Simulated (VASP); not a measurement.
Wanted: the native input for a VASP 6.6.1 run.

```
Task                   : single point
Functional             : PBEsol
Potentials or basis    : VASP PAW PBE potentials, release 64 (W_sv, C)
Cutoff                 : 520 eV
k mesh                 : 24 × 24 × 22
Occupations            : gaussian, width 0.15 eV
Spin                   : no spin polarisation
Dipole correction      : no
Further INCAR settings : ALGO = Fast; EDIFF = 1e-06; NBANDS = 16
```

The structure of WC lies in POSCAR:

```
WC
1.0
    2.8984136670      0.0000000000      0.0000000000
   -1.4492068335      2.5100998663      0.0000000000
    0.0000000000      0.0000000000      2.8276119036
W C
1 1
Direct
   -0.0026028441     -0.0052056882      0.0000000000
    0.7065057190      0.4130114381      0.5000000000
```

This cell differs from its parent crystal: atoms displaced along a vibrational mode.

The input as run:

INCAR

```
  PREC = Accurate
  ENCUT = 520
  EDIFF = 1E-6
  ISMEAR = 0
  SIGMA = 0.15
  LREAL = False
  LASPH = True
  NELM = 100
  ALGO = Fast
  ISIF = 2
  LWAVE = False
  LCHARG = False
  GGA = PS
  NBANDS = 16
```

KPOINTS

```
Automatic mesh
0
Gamma
  24 24 22
```

Potentials or basis: VASP PAW PBE potentials, release 64 (W_sv, C).

The run is started by

```bash
$ cat potpaw_PBE.64/W_sv/POTCAR potpaw_PBE.64/C/POTCAR > POTCAR
$ mpirun -np 1 vasp_std > vasp.out
```

It gave:

* Pressure: 9.4 GPa
* Largest force: 3.826 eV/Å
* Band gap on the k mesh: zero (bands 9 and 10 overlap by 1.42 eV)

Caveat: the cell differs from its parent crystal (atoms displaced along a vibrational mode); the stress differs along the axes, from -3 to 16 GPa; the PAW data sets were made with another functional, which shifts forces and pressure a little; spin-orbit coupling is left out, which moves the levels of the heavy elements.

Wall time 18 min on 1 thread of Oxide Virtual Turin-like Processor, with other jobs on the host, peak memory 0.64 GiB.
